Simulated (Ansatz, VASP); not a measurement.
## AlNi in VASP and in Ansatz

Contents of INCAR:

```
PREC     = Accurate       # precision mode
ENCUT    = 520            # plane-wave cutoff, eV
EDIFF    = 1E-6           # SCF threshold, eV
ISMEAR   = 0              # smearing method
SIGMA    = 0.15           # smearing width, eV
LREAL    = F              # projectors in reciprocal space
LASPH    = T              # aspherical terms in the spheres
NELM     = 100            # most SCF steps
ALGO     = Fast           # electronic algorithm
ISIF     = 2              # what is computed and relaxed
LWAVE    = F              # write WAVECAR
LCHARG   = T              # write CHGCAR
GGA      = PS             # functional
LELF     = T              # ELF
LVHAR    = T            
NBANDS   = 14             # bands
```

KPOINTS

```
regular mesh
0
Gamma
  16 16 16
```

Contents of POSCAR:

```
AlNi
1.0
    2.0211996424     -2.0211459319      0.0000000000
    2.2435256948      2.2434778925      0.0000000000
    0.0000000000      0.0000000000      2.8688666979
Al Ni
1 1
Direct
    0.0000000000      0.0000000000      0.0000000000
    0.5000000000      0.5000000000      0.5000000000
```

Input for Ansatz:

```yaml
crystal:
  lattice:
    - [2.0211996424, -2.0211459319, 0.0]
    - [2.2435256948, 2.2434778925, 0.0]
    - [0.0, 0.0, 2.8688666979]
  atoms:
    - { symbol: Al, position: [0.0, 0.0, 0.0] }
    - { symbol: Ni, position: [0.5, 0.5, 0.5] }
basis:
  ecutwfc: 520.0
kpoints:
  mp_grid: { grid: [16, 16, 16] }
hamiltonian:
  xc: pbesol
  pseudopotentials: { kind: paw, azcp: { folder: soft_1 } }
scf:
  occupations: { method: gaussian, width: 0.15 }
output:
  forces: true
  stress: true
  eigenvalues: true
```

Change from the starting cell: normal strain along x +0.0000, normal strain along y +0.1100.

Alike in both runs: task single point; functional PBEsol; k mesh 16 × 16 × 16; occupations gaussian, width 0.15 eV; no spin polarisation.

|  | VASP | Ansatz |
| --- | --- | --- |
| version | VASP 6.6.1 | Ansatz 0.2.0 |
| potentials or method | VASP PAW PBE potentials, release 64 (Al, Ni), cutoff 520 eV | scalar-relativistic, plane waves, PAW |
| valence electrons in the cell | 13 | 21 |

VASP gave:

* gap on the k mesh at the Fermi level (eV): none
* pressure (GPa): -13.9
* traceless stress, the component that is largest in VASP (GPa): -2.25

Q: Estimate Ansatz's values.

A: gap on the k mesh at the Fermi level (eV): none; pressure (GPa): -14.0; traceless stress, the component that is largest in VASP (GPa): -2.18.

VASP's potentials were made for PBE, not for PBEsol, and Ansatz warns of the same on its side. A gap of «none» marks a metal or a gap that the smearing closes. VASP's potentials hold 13 valence electrons a cell and Ansatz's 21, so a difference there can come from the potentials and not from the codes. Ansatz's warnings: near symmetry operations not taken.
